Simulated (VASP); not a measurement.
## CdO (nc): relaxation of cell and atoms with PBE

The system is CdO (nc).

```
CELL_PARAMETERS angstrom
0.00000 2.10698 2.10698
2.10698 0.00000 2.10698
2.10698 2.10698 0.00000
ATOMIC_POSITIONS crystal
Cd 0.00000 0.00000 0.00000
O 0.50000 0.50000 0.50000
```

```yaml
Program: VASP 6.6.1
Task: relaxation of cell and atoms
Functional: PBE
Potentials_or_basis: VASP PAW PBE potentials, release 64 (Cd, O)
Cutoff: 600 eV
k_mesh: 14 × 14 × 14
Occupations: gaussian, width 0.01 eV
Spin: no spin polarisation
Target_pressure: 150 GPa
Dipole_correction: no
Further_INCAR_settings: ALGO = Normal; EDIFF = 1e-07; IBRION = 2; EDIFFG = -0.004; NSW = 70; ISIF = 3
```

| Quantity | Value |
| --- | --- |
| Relaxed volume | 8.93 Å³/atom |
| Relaxed cell | a = 2.934 Å, b = 2.934 Å, c = 2.934 Å, α = 60.00°, β = 60.00°, γ = 60.00° |
| Space group after relaxing (to 0.05 Å) | Fm-3m (No. 225) |
| Energy change on relaxing (the enthalpy is what falls) | +353.3 meV/atom |
| Ionic steps | 5 |
| Pressure after relaxing | 150.0 GPa |
| Band gap on the k mesh | 0.40 eV, indirect (least direct gap 3.84 eV) |

Step by step:
| step | energy change (eV) | largest force (eV/Å) | pressure (GPa) | volume (Å³) |
| --- | --- | --- | --- | --- |
| 1 | 0.0000 | 0.0000 | 119.64 | 18.71 |
| 2 | 6.2678 | 0.0000 | 390.31 | 14.31 |
| 3 | 0.6292 | 0.0000 | 146.70 | 17.95 |
| 4 | 0.6904 | 0.0000 | 149.31 | 17.88 |
| 5 | 0.7067 | 0.0000 | 150.02 | 17.86 |

Final structure:
```cif
data_structure
_symmetry_space_group_name_H-M 'P 1'
_symmetry_Int_Tables_number 1
_cell_length_a 2.9343
_cell_length_b 2.9343
_cell_length_c 2.9343
_cell_angle_alpha 60.000
_cell_angle_beta 60.000
_cell_angle_gamma 60.000
_cell_volume 17.86
loop_
_atom_site_label
_atom_site_type_symbol
_atom_site_fract_x
_atom_site_fract_y
_atom_site_fract_z
_atom_site_occupancy
Cd1 Cd 0.00000 0.00000 0.00000 1
O1 O 0.50000 0.50000 0.50000 1
```

Levels at points of the mesh, in eV from the valence-band top:
```tsv
k point	band 6	band 7	band 8	band 9	band 10	band 11	band 12	band 13
(0.00, 0.00, 0.00)	-7.70	-3.44	-3.44	-3.44	0.40	14.77	19.64	19.64
(0.50, 0.00, 0.00)	-7.08	-4.85	0.00	0.00	4.18	9.98	13.51	13.51
(0.50, 0.50, 0.00)	-6.73	-5.53	-4.89	-4.89	5.41	9.94	12.56	16.66
```

Wall time 63 s on 1 thread of AMD EPYC 9R45 96-Core Processor (Zen 5), with other jobs on the host, peak memory 0.14 GiB.

Caveat: the cell is relaxed towards a set pressure, so the enthalpy falls and the energy may rise. A k mesh can miss the band edges.
